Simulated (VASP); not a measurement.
# Tb4WO: single point with PBE

Tb4WO:

```
Tb W O
1.0
     2.65199    1.53113    5.67898
    -2.65199    1.53113    5.67898
     0.00000   -3.06226    5.67898
Tb W O
4 1 1
Direct
  0.37563 0.37563 0.37563
  0.82534 0.82534 0.82534
  0.17466 0.17466 0.17466
  0.62437 0.62437 0.62437
  0.00000 0.00000 0.00000
  0.50000 0.50000 0.50000
```

The cell was generated, and may not be a known phase.

```
Program                : VASP 6.6.1
Task                   : single point
Functional             : PBE
Potentials or basis    : VASP PAW PBE potentials, release 64 (Tb_3, W_sv, O), 4f in core
Cutoff                 : 600 eV
k mesh                 : 6 × 6 × 6
Occupations            : gaussian, width 0.1 eV
Spin                   : no spin polarisation
Dipole correction      : no
Further INCAR settings : ALGO = Normal; EDIFF = 1e-06; NBANDS = 37
```

| Item | Value |
| --- | --- |
| Pressure | 1.7 GPa |
| Largest force | 0.092 eV/Å |
| Band gap on the k mesh | zero (bands 28 and 29 overlap by 0.48 eV) |

Forces in eV/Å, atoms in the order of the input:
```
Tb   0.000  0.000 -0.092
Tb   0.000  0.000 -0.051
Tb   0.000  0.000  0.051
Tb   0.000  0.000  0.092
W    0.000  0.000  0.000
O    0.000  0.000  0.000
```

Stress tensor (GPa, compression positive):
```
2.29 0.00 0.00
0.00 2.29 0.00
0.00 0.00 0.53
```

Levels at points of the mesh, in eV from the Fermi level:
| k point | band 26 | band 27 | band 28 | band 29 | band 30 | band 31 |
| --- | --- | --- | --- | --- | --- | --- |
| (0.00, 0.00, 0.00) | -0.60 | -0.32 | -0.04 | -0.04 | 0.10 | 1.99 |
| (0.50, 0.00, 0.00) | -0.58 | -0.44 | -0.27 | -0.25 | 0.01 | 1.04 |
| (0.50, 0.50, 0.00) | -0.63 | -0.53 | -0.41 | 0.24 | 0.51 | 1.19 |
| (0.50, 0.50, 0.50) | -0.16 | -0.16 | 0.02 | 0.02 | 0.28 | 1.16 |

Wall time 3.3 min on 1 thread of Intel(R) Xeon(R) 6975P-C (Granite Rapids), on a shared host, peak memory 0.49 GiB.

Caveat: spin-orbit coupling is left out, which moves the levels of the heavy elements; the 4f electrons are frozen in the core, so they carry no moment and show no levels; the run has no spin polarisation, though such a crystal can be magnetic. Spin polarisation is off, so any magnetic state and its effect on volume and gap are missing.
